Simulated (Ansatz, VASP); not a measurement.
## One calculation of H3C, two programs

```
C H
1.0
     5.68969    0.00000    0.00000
    -1.89656    5.36430    0.00000
     0.00000    0.00000   23.01842
C H
1 3
Direct
  0.42776 0.07249 0.61962
  0.35709 0.87782 0.63821
  0.62238 0.14337 0.63822
  0.32531 0.17471 0.64467
```

Alike in both runs: task single point; functional PBE; dispersion D3(BJ); k mesh 4 × 4 × 1; occupations gaussian, width 0.1 eV; collinear spin.

|  | VASP | Ansatz |
| --- | --- | --- |
| version | VASP 6.6.1 | Ansatz 0.2.0 |
| potentials or method | VASP PAW PBE potentials, release 64 (C, H), cutoff 520 eV | scalar-relativistic, plane waves, PAW |
| valence electrons in the cell | 7 | 7 |

|  | VASP | Ansatz | Ansatz less VASP |
| --- | --- | --- | --- |
| gap on the k mesh at the Fermi level (eV) | 2.79 | 2.77 | -0.025 |
| rms of the force components (eV/Å) | 1.320 | 1.327 | +0.0076 |
| net moment per atom (μB) | 0.25 | 0.25 | 0.000 |
| size of the moment on the site where the two differ most (μB) | 0.48 | 0.19 | -0.293 |

Site moments also hang on the region over which each program counts them. Atom by atom the forces differ by 0.013 eV/Å (rms over components).
